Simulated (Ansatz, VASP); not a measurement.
**One calculation of LaAsRuO, two programs**

```
La As Ru O
1.0
     4.05807    0.00000    0.00000
     0.00000    4.05807    0.00000
     0.00000    0.00000    8.36166
La As Ru O
2 2 2 2
Cartesian
  2.0290 0.0000 1.1829
  0.0000 2.0290 7.1787
  2.0290 0.0000 5.4674
  0.0000 2.0290 2.8943
  0.0000 0.0000 4.1808
  2.0290 2.0290 4.1808
  0.0000 0.0000 0.0000
  2.0290 2.0290 0.0000
```

Alike in both runs: functional LDA; k mesh 8 × 8 × 4; occupations gaussian, width 0.1 eV; no spin polarisation.

Ansatz relaxed the structure, and its values are those at the end. VASP's run is a single point on that final structure, the one shown.

|  | VASP | Ansatz |
| --- | --- | --- |
| version | VASP 6.6.1 | Ansatz 0.2.0 |
| potentials or method | VASP PAW LDA potentials, release 64 (La, As, Ru_pv, O), cutoff 520 eV | scalar-relativistic, plane waves, PAW |
| valence electrons in the cell | 72 | 96 |

|  | VASP | Ansatz | Ansatz less VASP |
| --- | --- | --- | --- |
| gap on the k mesh at the Fermi level (eV) | none | none | - |
| pressure (GPa) | 0.4 | 0.0 | -0.35 |
| rms of the force components (eV/Å) | 0.022 | 0.000 | -0.0221 |

LDA's correlation is that of Perdew and Zunger in VASP and of Perdew and Wang (1992) in Ansatz. A gap of «none» marks a metal or a gap that the smearing closes. VASP's potentials hold 72 valence electrons a cell and Ansatz's 96, so a difference there can come from the potentials and not from the codes.

Spin-orbit coupling is off throughout.
